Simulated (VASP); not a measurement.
# Co (P6_3/mmc) in VASP: single point with PBE

Aim: the single point of Co with PBE.

Everything below comes from runs of VASP 6.6.1. Logs are shortened: lines on timing, memory, paths and dates and some standing lists are left out, and cuts for length are marked.

### 1 The cell of the first run

Symmetry: P6_3/mmc, No. 194, hexagonal system. The conventional cell has a = 2.507 Å, b = 2.507 Å, c = 4.070 Å, α = 90.00°, β = 90.00°, γ = 120.00°. Co (site symmetry -6m2) has 12 Co at 2.50 to 2.51 Å within 3.3 Å.

### 2 Single point, PBE, collinear spin, ferromagnetic start

The input, INCAR:

```
PREC = Accurate
ENCUT = 520
EDIFF = 1E-7
ISMEAR = -1
SIGMA = 0.05
LREAL = F
LASPH = T
NELM = 150
ALGO = Normal
ISIF = 2
LWAVE = F
LCHARG = F
ISPIN = 2
MAGMOM = 2 2
LORBIT = 11
LMAXMIX = 4
GGA = PE
NBANDS = 20
```

The input, KPOINTS:

```
Automatic mesh
0
Gamma
  15 15 8
```

The input, POSCAR:

```
Co
1.0
    2.5074000000      0.0000000000      0.0000000000
   -1.2537000000      2.1714720974      0.0000000000
    0.0000000000      0.0000000000      4.0699000000
Co
2
Direct
    0.3333333333      0.6666666667      0.2500000000
    0.6666666667      0.3333333333      0.7500000000
```

Potentials or basis: VASP PAW PBE potentials, release 64 (Co).

Launch:

```sh
> cat potpaw_PBE.64/Co/POTCAR > POTCAR
> mpirun -np 1 vasp_std > vasp.out
```

OUTCAR:

```text
PREC = Accurate
   ENCUT = 520
   EDIFF = 1E-7
   ISMEAR = -1
   LREAL = F
   LASPH = T
   NELM = 150
   ISIF = 2
   ISPIN = 2
   LORBIT = 11
   GGA = PE

 ion  position               nearest neighbor table
   1  0.333  0.667  0.250-   2 2.50   2 2.50   2 2.50   2 2.50   2 2.50   2 2.50
   2  0.667  0.333  0.750-   1 2.50   1 2.50   1 2.50   1 2.50   1 2.50   1 2.50

  LATTYP: Found a hexagonal cell.
 ALAT       =     2.5074000000
 C/A-ratio  =     1.6231554598

  Lattice vectors:

 A1 = (   2.5074000000,   0.0000000000,   0.0000000000)
 A2 = (  -1.2537000000,   2.1714720974,   0.0000000000)
 A3 = (   0.0000000000,   0.0000000000,   4.0699000000)

Analysis of symmetry for initial positions (statically):
=====================================================================
 Subroutine PRICEL returns:
 Original cell was already a primitive cell.

 Routine SETGRP: Setting up the symmetry group for a
 hexagonal supercell.

 Subroutine GETGRP returns: Found 24 space group operations
 (whereof 12 operations were pure point group operations)
 out of a pool of 24 trial point group operations.

The static configuration has the point symmetry D_3d.
 The point group associated with its full space group is D_6h.

Analysis of symmetry for dynamics (positions and initial velocities):
=====================================================================
 Subroutine PRICEL returns:
 Original cell was already a primitive cell.

 Routine SETGRP: Setting up the symmetry group for a
 hexagonal supercell.

 Subroutine GETGRP returns: Found 24 space group operations
 (whereof 12 operations were pure point group operations)
 out of a pool of 24 trial point group operations.

The dynamic configuration has the point symmetry D_3d.
 The point group associated with its full space group is D_6h.

Analysis of structural, dynamic, and magnetic symmetry:
=====================================================================
 Subroutine PRICEL returns:
 Original cell was already a primitive cell.

 Routine SETGRP: Setting up the symmetry group for a
 hexagonal supercell.

 Subroutine GETGRP returns: Found 24 space group operations
 (whereof 12 operations were pure point group operations)
 out of a pool of 24 trial point group operations.

The overall configuration has the point symmetry D_3d.
 The point group associated with its full space group is D_6h.

 Subroutine INISYM returns: Found 24 space group operations
 (whereof 12 operations are pure point group operations),
 and found     1 'primitive' translations

[... 110 lines left out ...]
   EFERMI_NEDOS =   21; number of points for ismear=-14 and -15
   IALGO  =     38    algorithm
   IMIX   =      4    mixing-type and parameters
     AMIX     =   0.40;   BMIX     =  1.00
     AMIX_MAG =   1.60;   BMIX_MAG =  1.00
  volume/ion in A,a.u.               =      11.08        74.77
  Fermi-wavevector in a.u.,A,eV,Ry     =   1.527490  2.886538 31.745475  2.333227
  Thomas-Fermi vector in A             =   2.635379
   LORBIT       =     11    0 simple, 1 ext, 2 COOP (PROOUT), +10 PAW based schemes
   GGA     = PE    functional components
   LHFCALC =     F    Hartree Fock is set to
   AEXX    =    0.0000 exact exchange contribution
   IVDW    =     0    specifies the selected vdW correction
   LEPSILON=     F    determine dielectric tensor
   LRPA    =     F    only Hartree local field effects (RPA)
 spin polarized calculation
  energy-cutoff  :      520.00
  volume of cell :       22.16
 maximum number of plane-waves:       612
 NGX is ok and might be reduce to    20
   NGX =  9   NGY =  9   NGZ = 15

 number of electron      18.0000002 magnetization       3.2734511

 Free energy of the ion-electron system (eV)
  ---------------------------------------------------
  ext. energy  EPLUGINS =         0.00000000
  ---------------------------------------------------
  free energy    TOTEN  =       -14.07301695 eV

  energy without entropy =      -14.05901042  energy(sigma->0) =      -14.06601369

 E-fermi :   9.9554     XC(G=0): -13.2809

 val. band max:        9.9463950517   @ k =   0.0667   0.0667   0.2500
 cond. band min:       9.9606318033   @ k =   0.3333   0.0000   0.5000
 fundamental gap:      0.0142367515
 Fermi energy:         9.9553586630

 spin component 1

 k-point     1 :       0.0000    0.0000    0.0000
  band No.  band energies     occupation
      1       1.1756      1.00000
      2       4.9222      1.00000
      3       7.3553      1.00000
      4       7.3940      1.00000
      5       7.3940      1.00000
      6       7.6901      1.00000
[... 541 lines left out ...]
     19      28.9891      0.00000
     20      38.3753      0.00000

 [... further k-points ...]

 spin component 2

 k-point     1 :       0.0000    0.0000    0.0000
  band No.  band energies     occupation
      1       1.1697      1.00000
      2       5.8749      1.00000
      3       9.0031      1.00000
      4       9.0569      1.00000
      5       9.0569      1.00000
      6       9.4059      0.99998
[... 541 lines left out ...]
     19      29.3396      0.00000
     20      38.6597      0.00000

 [... further k-points ...]
[... 5 lines left out ...]
  --------------------------------------------------------------------------------------
  -------------------------------------------------------------------------------------
  Total       -0.5725437     -0.5725437     -0.7067461      0.0000000     -0.0000000      0.0000000
  in kB      -41.3959266    -41.3959266    -51.0989955      0.0000000     -0.0000000      0.0000000
  external PRESSURE =     -44.6302829 kB  Pullay stress =       0.0000000 kB

 VOLUME and BASIS-vectors are now :
 -----------------------------------------------------------------------------
  energy-cutoff  :      520.00
  volume of cell :       22.16
      direct lattice vectors                 reciprocal lattice vectors
     2.507400000  0.000000000  0.000000000     0.398819494  0.230258542  0.000000000
    -1.253700000  2.171472097  0.000000000     0.000000000  0.460517085  0.000000000
     0.000000000  0.000000000  4.069900000     0.000000000  0.000000000  0.245706283

 POSITION                                       TOTAL-FORCE (eV/Angst)
 -----------------------------------------------------------------------------------
     -0.00000      1.44765      1.01747        -0.000000      0.000000      0.000000
      1.25370      0.72382      3.05242         0.000000     -0.000000      0.000000
 -----------------------------------------------------------------------------------
    total drift:                                0.000000      0.000000     -0.000000

  FREE ENERGIE OF THE ION-ELECTRON SYSTEM (eV)
  ---------------------------------------------------
  free  energy   TOTEN  =       -14.0730169474 eV

  energy  without entropy=      -14.0590104247  energy(sigma->0) =      -14.06601369

 total charge

# of ion       s       p       d       tot
------------------------------------------
    1        0.481   0.503   7.249   8.233
    2        0.481   0.503   7.249   8.233
--------------------------------------------------
tot          0.961   1.007  14.497  16.465

 magnetization (x)

# of ion       s       p       d       tot
------------------------------------------
    1       -0.014  -0.053   1.727   1.660
    2       -0.014  -0.053   1.727   1.660
--------------------------------------------------
tot         -0.028  -0.106   3.454   3.321
```

It took 68 s on 1 thread of Intel Xeon Platinum 8488C (Sapphire Rapids), shared host; peak memory 0.2 GiB.

Results:

* Free energy: -14.0730 eV
* Pressure: -4.5 GPa
* Net moment: 3.27 μB per cell
* Site moments: Co +1.66 μB
* Valence electrons inside the program's atomic spheres: Co 8.23

Stress tensor (GPa, compression positive):
```
-4.14  0.00  0.00
 0.00 -4.14  0.00
 0.00  0.00 -5.11
```

Levels at points of the mesh, in eV from the Fermi level:
Spin up:
| k point | band 9 | band 10 | band 11 | band 12 | band 13 | band 14 |
| --- | --- | --- | --- | --- | --- | --- |
| (0.00, 0.00, 0.00) | -1.92 | -0.87 | -0.87 | -0.10 | 6.12 | 21.85 |
| (0.00, 0.00, 0.50) | -1.17 | -1.17 | -1.17 | -1.17 | 14.69 | 14.69 |
Spin down:
| k point | band 4 | band 5 | band 6 | band 7 | band 8 | band 9 | band 10 | band 11 |
| --- | --- | --- | --- | --- | --- | --- | --- | --- |
| (0.00, 0.00, 0.00) | -0.90 | -0.90 | -0.55 | -0.55 | -0.17 | -0.12 | -0.12 | 1.04 |
| (0.00, 0.00, 0.50) | -1.48 | -0.96 | -0.96 | -0.96 | -0.96 | 0.72 | 0.72 | 0.72 |
